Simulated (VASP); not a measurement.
# InP (gw) (I-4m2) in VASP: single point with PBEsol

Aim: the single point of InP (gw) with PBEsol.

Everything below comes from runs of VASP 6.6.1. Logs are shortened: lines on timing, memory, paths and dates and some standing lists are left out, and cuts for length are marked.

### Step 1. The cell of the first run

The structure is tetragonal, space group I-4m2 (No. 119). Conventional cell: a = 4.198 Å, b = 4.198 Å, c = 5.812 Å, α = 90.00°, β = 90.00°, γ = 90.00°. In (site symmetry -4m2) has 4 P at 2.55 Å within 3.4 Å. Within 3.4 Å of P (site symmetry -4m2) lie 4 In at 2.55 Å.

### Step 2. Single point, PBEsol

File INCAR:

```
SYSTEM = InP
PREC = Accurate
ENCUT = 500
EDIFF = 1E-6
ISMEAR = 0
SIGMA = 0.01
LREAL = .False.
LASPH = .True.
NELM = 120
ALGO = Normal
ISIF = 2
LWAVE = .False.
LCHARG = .True.
GGA = PS
LELF = .True.
LVHAR = .True.
NBANDS = 16
GGA_COMPAT = .False.
```

File KPOINTS:

```
Automatic mesh
0
Gamma
  4 4 4
  0 0 0
```

File POSCAR:

```
InP
1.0
    0.0000000000      2.9685800016      2.9060631556
    2.9685800016      0.0000000000      2.9060631556
    2.9685800016      2.9685800016      0.0000000000
In P
1 1
Direct
    0.0000000000      0.0000000000      0.0000000000
    0.2500000000      0.2500000000      0.2500000000
```

Potentials or basis: VASP PAW PBE potentials, release 64 (In_d, P).

Command:

```sh
> cat potpaw_PBE.64/In_d/POTCAR potpaw_PBE.64/P/POTCAR > POTCAR
> mpirun -np 1 vasp_std > vasp.out
```

OUTCAR:

```text
SYSTEM = InP
   PREC = Accurate
   ENCUT = 500
   EDIFF = 1E-6
   ISMEAR = 0
   LREAL = .False.
   LASPH = .True.
   NELM = 120
   ISIF = 2
   GGA = PS

 ion  position               nearest neighbor table
   1  0.000  0.000  0.000-   2 2.55   2 2.55   2 2.55   2 2.55
   2  0.250  0.250  0.250-   1 2.55   1 2.55   1 2.55   1 2.55

  LATTYP: Found a body centered tetragonal cell.
 ALAT       =     4.1982060993
 C/A-ratio  =     1.3844309150

  Lattice vectors:

 A1 = (   0.0000000000,  -2.9685800016,  -2.9060631556)
 A2 = (   0.0000000000,   2.9685800016,  -2.9060631556)
 A3 = (   2.9685800016,   0.0000000000,   2.9060631556)

Analysis of symmetry for initial positions (statically):
=====================================================================
 Subroutine PRICEL returns:
 Original cell was already a primitive cell.

 Routine SETGRP: Setting up the symmetry group for a
 body centered tetragonal supercell.

 Subroutine GETGRP returns: Found  8 space group operations
 (whereof  8 operations were pure point group operations)
 out of a pool of 16 trial point group operations.

The static configuration has the point symmetry D_2d.

Analysis of symmetry for dynamics (positions and initial velocities):
=====================================================================
 Subroutine PRICEL returns:
 Original cell was already a primitive cell.

 Routine SETGRP: Setting up the symmetry group for a
 body centered tetragonal supercell.

 Subroutine GETGRP returns: Found  8 space group operations
 (whereof  8 operations were pure point group operations)
 out of a pool of 16 trial point group operations.

The dynamic configuration has the point symmetry D_2d.

 Subroutine INISYM returns: Found  8 space group operations
 (whereof  8 operations are pure point group operations),
 and found     1 'primitive' translations

----------------------------------------------------------------------------------------

                                     Primitive cell

  volume of cell :      51.2192

  direct lattice vectors                    reciprocal lattice vectors
     0.000000000  2.968580002  2.906063156    -0.168430697  0.168430697  0.172054072
     2.968580002  0.000000000  2.906063156     0.168430697 -0.168430697  0.172054072
     2.968580002  2.968580002  0.000000000     0.168430697  0.168430697 -0.172054072

  length of vectors
     4.154235223  4.154235223  4.198206099     0.293837376  0.293837376  0.293837376

  position of ions in fractional coordinates (direct lattice)
     0.000000000  0.000000000  0.000000000
     0.250000000  0.250000000  0.250000000

  ion indices of the primitive-cell ions
   primitive index   ion index
                 1           1
                 2           2

----------------------------------------------------------------------------------------

 KPOINTS: Automatic mesh

Automatic generation of k-mesh.
 Grid dimensions read from file:
 generate k-points for:    4    4    4

 Generating k-lattice:

  Cartesian coordinates                     Fractional coordinates (reciprocal lattice)
    -0.042107674  0.042107674  0.043013518     0.250000000 -0.000000000  0.000000000
     0.042107674 -0.042107674  0.043013518    -0.000000000  0.250000000  0.000000000
     0.042107674  0.042107674 -0.043013518     0.000000000  0.000000000  0.250000000

  Length of vectors
     0.073459344  0.073459344  0.073459344

  Shift w.r.t. Gamma in fractional coordinates (k-lattice)
     0.000000000  0.000000000  0.000000000

 Subroutine IBZKPT returns following result:
 ===========================================

 Found     13 irreducible k-points:

 Following reciprocal coordinates:
            Coordinates               Weight
  0.000000  0.000000  0.000000      1.000000
  0.250000  0.000000  0.000000      8.000000
  0.500000  0.000000  0.000000      4.000000
  0.250000  0.250000  0.000000      2.000000
  0.500000  0.250000  0.000000      8.000000
 -0.250000  0.250000  0.000000      4.000000
  0.500000  0.500000  0.000000      1.000000
  0.250000  0.000000  0.250000      4.000000
  0.500000  0.000000  0.250000     16.000000
 -0.250000  0.000000  0.250000      8.000000
 -0.250000  0.500000  0.250000      4.000000
  0.500000  0.000000  0.500000      2.000000
 -0.250000  0.250000  0.500000      2.000000
   k-points           NKPTS =     13   k-points in BZ     NKDIM =     13   number of bands    NBANDS=     16
   number of dos      NEDOS =    301   number of ions     NIONS =      2
   total plane-waves  NPLWV =  28800
   dimension x,y,z NGX =    30 NGY =   30 NGZ =   32
   dimension x,y,z NGXF=    60 NGYF=   60 NGZF=   64
   ions per type =               1   1
   NGX,Y,Z   is equivalent  to a cutoff of  12.01, 12.01, 12.67 a.u.
   NGXF,Y,Z  is equivalent  to a cutoff of  24.01, 24.01, 25.34 a.u.
 SYSTEM =  InP
   PREC   = accura    normal or accurate (medium, high low for compatibility)
   ISTART =      0    job   : 0-new  1-cont  2-samecut
   ICHARG =      2    charge: 1-file 2-atom 10-const
   ISPIN  =      1    spin polarized calculation?
   LNONCOLLINEAR =      F non collinear calculations
   LSORBIT =      F    spin-orbit coupling
   LASPH  =      T    aspherical Exc in radial PAW
   ENCUT  =  500.0 eV  36.75 Ry    6.06 a.u.   7.57  7.57  7.65*2*pi/ulx,y,z
   NELM   =    120;   NELMIN=  2; NELMDL= -5     # of ELM steps
   EDIFF  = 0.1E-05   stopping-criterion for ELM
   LREAL  =      F    real-space projection
   EDIFFG = 0.1E-04   stopping-criterion for IOM
   NSW    =      0    number of steps for IOM
   IBRION =     -1    ionic relax: 0-MD 1-quasi-New 2-CG
   NFREE  =      0    steps in history (QN), initial steepest desc. (CG)
   ISIF   =      2    stress and relaxation
   ISYM   =      2    0-nonsym 1-usesym 2-fastsym
   POTIM  = 0.5000    time-step for ionic-motion
   TEBEG  =    0.0;   TEEND  =   0.0 temperature during run
   PSTRESS=    0.0 pullay stress
   NELECT =      18.0000    total number of electrons
   NUPDOWN=      -1.0000    fix difference up-down
   EMIN   =  10.00;   EMAX   =-10.00  energy-range for DOS
   EFERMI =   0.00;   METHOD = LEGACY
   ISMEAR =     0;   SIGMA  =   0.01  broadening in eV -4-tet -1-fermi 0-gaus
   EFERMI_NEDOS =   21; number of points for ismear=-14 and -15
   IALGO  =     38    algorithm
   IMIX   =      4    mixing-type and parameters
     AMIX     =   0.40;   BMIX     =  1.00
     AMIX_MAG =   1.60;   BMIX_MAG =  1.00
  volume/ion in A,a.u.               =      25.61       172.82
  Fermi-wavevector in a.u.,A,eV,Ry     =   1.155282  2.183167 18.159388  1.334677
  Thomas-Fermi vector in A             =   2.291912
   LORBIT       =      0    0 simple, 1 ext, 2 COOP (PROOUT), +10 PAW based schemes
   GGA     = PS    functional components
   LHFCALC =     F    Hartree Fock is set to
   AEXX    =    0.0000 exact exchange contribution
   IVDW    =     0    specifies the selected vdW correction
   LEPSILON=     F    determine dielectric tensor
   LRPA    =     F    only Hartree local field effects (RPA)
 non-spin polarized calculation
 Gauss-broadening in eV      SIGMA  =   0.01
  energy-cutoff  :      500.00
  volume of cell :       51.22
 maximum number of plane-waves:      1314
   NGX = 15   NGY = 15   NGZ = 15

 number of electron      18.0000004 magnetization

 Free energy of the ion-electron system (eV)
  ---------------------------------------------------
  ext. energy  EPLUGINS =         0.00000000
  ---------------------------------------------------
  free energy    TOTEN  =        -9.03689196 eV

  energy without entropy =       -9.03689196  energy(sigma->0) =       -9.03689196

 E-fermi :   5.0931     XC(G=0):  -9.3849

 val. band max:        5.0146215185   @ k =   0.0000   0.0000   0.0000
 cond. band min:       5.4518815617   @ k =   0.0000   0.0000   0.0000
 fundamental gap:      0.4372600431
 Fermi energy:         5.0930615988

 k-point     1 :       0.0000    0.0000    0.0000
  band No.  band energies     occupation
      1      -9.2192      2.00000
      2      -9.2192      2.00000
      3      -9.2101      2.00000
      4      -9.0741      2.00000
      5      -9.0715      2.00000
      6      -6.4844      2.00000
[... 8 lines left out ...]
     15      14.1618      0.00000
     16      14.4792      0.00000

 k-point     2 :       0.2500    0.0000    0.0000
  band No.  band energies     occupation
      1      -9.2738      2.00000
      2      -9.1968      2.00000
      3      -9.1911      2.00000
      4      -9.0728      2.00000
      5      -9.0676      2.00000
      6      -5.8193      2.00000
[... 8 lines left out ...]
     15      13.4378      0.00000
     16      13.8666      0.00000

 k-point     3 :       0.5000    0.0000    0.0000
  band No.  band energies     occupation
      1      -9.3267      2.00000
      2      -9.1821      2.00000
      3      -9.1765      2.00000
      4      -9.0638      2.00000
      5      -9.0555      2.00000
      6      -4.7870      2.00000
[... 8 lines left out ...]
     15      15.4186      0.00000
     16      15.5678      0.00000

 k-point     4 :       0.2500    0.2500    0.0000
  band No.  band energies     occupation
      1      -9.3091      2.00000
      2      -9.1695      2.00000
      3      -9.1695      2.00000
      4      -9.0983      2.00000
      5      -9.0533      2.00000
      6      -5.5790      2.00000
[... 8 lines left out ...]
     15      14.7451      0.00000
     16      16.7833      0.00000
[... 115 lines left out ...]
 k-point    11 :      -0.2500    0.5000    0.2500
  band No.  band energies     occupation
      1      -9.3577      2.00000
      2      -9.1600      2.00000
      3      -9.1247      2.00000
      4      -9.0944      2.00000
      5      -9.0560      2.00000
      6      -4.0522      2.00000
[... 8 lines left out ...]
     15      16.2347      0.00000
     16      16.8113      0.00000

 k-point    12 :       0.5000    0.0000    0.5000
  band No.  band energies     occupation
      1      -9.3900      2.00000
      2      -9.1193      2.00000
      3      -9.1178      2.00000
      4      -9.1147      2.00000
      5      -9.0411      2.00000
      6      -4.1619      2.00000
[... 8 lines left out ...]
     15      15.6881      0.00000
     16      16.6221      0.00000

 k-point    13 :      -0.2500    0.2500    0.5000
  band No.  band energies     occupation
      1      -9.3570      2.00000
      2      -9.1588      2.00000
      3      -9.1253      2.00000
      4      -9.0882      2.00000
      5      -9.0622      2.00000
      6      -4.0790      2.00000
[... 8 lines left out ...]
     15      15.9653      0.00000
     16      16.6943      0.00000

------------------------ aborting loop because EDIFF is reached ----------------------------------------

  FORCE on cell =-STRESS in cart. coord.  units (eV):
  Direction    XX          YY          ZZ          XY          YZ          ZX
  --------------------------------------------------------------------------------------
  -------------------------------------------------------------------------------------
  Total       -0.2249814     -0.2249814      0.0554477      0.0000000      0.0000000      0.0000000
  in kB       -7.0376010     -7.0376010      1.7344507      0.0000000      0.0000000      0.0000000
  external PRESSURE =      -4.1135838 kB  Pullay stress =       0.0000000 kB

 VOLUME and BASIS-vectors are now :
 -----------------------------------------------------------------------------
  energy-cutoff  :      500.00
  volume of cell :       51.22
      direct lattice vectors                 reciprocal lattice vectors
     0.000000000  2.968580002  2.906063156    -0.168430697  0.168430697  0.172054072
     2.968580002  0.000000000  2.906063156     0.168430697 -0.168430697  0.172054072
     2.968580002  2.968580002  0.000000000     0.168430697  0.168430697 -0.172054072

 POSITION                                       TOTAL-FORCE (eV/Angst)
 -----------------------------------------------------------------------------------
      0.00000      0.00000      0.00000         0.000000      0.000000     -0.000000
      1.48429      1.48429      1.45303        -0.000000     -0.000000      0.000000
 -----------------------------------------------------------------------------------
    total drift:                                0.000001      0.000001     -0.000004

  FREE ENERGIE OF THE ION-ELECTRON SYSTEM (eV)
  ---------------------------------------------------
  free  energy   TOTEN  =        -9.0368919566 eV

  energy  without entropy=       -9.0368919566  energy(sigma->0) =       -9.03689196
```

Wall time 7.9 s (1 thread of Intel Xeon Platinum 8488C (Sapphire Rapids), shared host); peak memory 0.17 GiB.

What came out:

* Free energy: -9.0369 eV
* Pressure: -0.4 GPa
* Band gap on the k mesh: 0.44 eV, direct

Levels at points of the mesh, in eV from the valence-band top:
```csv
k point,band 5,band 6,band 7,band 8,band 9,band 10,band 11,band 12,band 13,band 14
"(0.00, 0.00, 0.00)",-14.09,-11.50,-0.10,-0.10,0.00,0.44,3.90,3.93,3.93,8.18
"(0.50, 0.00, 0.00)",-14.07,-9.80,-5.80,-1.10,-0.96,1.26,4.57,4.72,6.83,9.15
"(0.50, 0.50, 0.00)",-14.05,-9.10,-5.75,-2.45,-2.45,1.49,1.95,9.05,9.31,9.31
"(0.50, 0.00, 0.50)",-14.06,-9.18,-5.88,-2.33,-2.33,1.60,2.14,8.85,9.25,9.38
```

Caveat: the k points lie up to 0.46 Å⁻¹ apart; the PAW data sets were made with another functional, which shifts forces and pressure a little; spin-orbit coupling is left out, which moves the levels of the heavy elements.
